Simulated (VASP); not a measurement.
Input of a VASP 6.6.1 run:

INCAR

```
SYSTEM = CuPd
ALGO = Normal
EDIFF = 1E-8
ENCUT = 520
GGA = PS
ISIF = 2
ISMEAR = -1
LASPH = .True.
LCHARG = .False.
LEFG = .True.
LREAL = .False.
LWAVE = .False.
NBANDS = 18
NELM = 80
PREC = Accurate
SIGMA = 0.05
```

The input KPOINTS:

```
k-points
0
Gamma
  14 14 14
  0 0 0
```

File POSCAR:

```
CuPd
1.0
    2.9880000000      0.0149400000      0.0149400000
    0.0149400000      2.9880000000      0.0149400000
    0.0149400000      0.0149400000      2.9880000000
Cu Pd
1 1
Direct
    0.0000000000      0.0000000000      0.0000000000
    0.5000000000      0.5000000000      0.5000000000
```

Potentials or basis: VASP PAW PBE potentials, release 64 (Cu, Pd).

Launch:

```sh
$ cat potpaw_PBE.64/Cu/POTCAR potpaw_PBE.64/Pd/POTCAR > POTCAR
$ mpirun -np 1 vasp_std > vasp.out
```

Q: Estimate the pressure.

A: -4.3 GPa.

Stress tensor (GPa, compression positive):
```
-4.32 -0.90 -0.90
-0.90 -4.32 -0.90
-0.90 -0.90 -4.32
```

Caveat: the cell differs from its parent crystal (equal xy, yz and zx shear strains of +1 %); without QUAD_EFG the Cq values of the log hold for a quadrupole moment of 1 mb, not for the nuclei; the PAW data sets were made with another functional, which shifts forces and pressure a little.
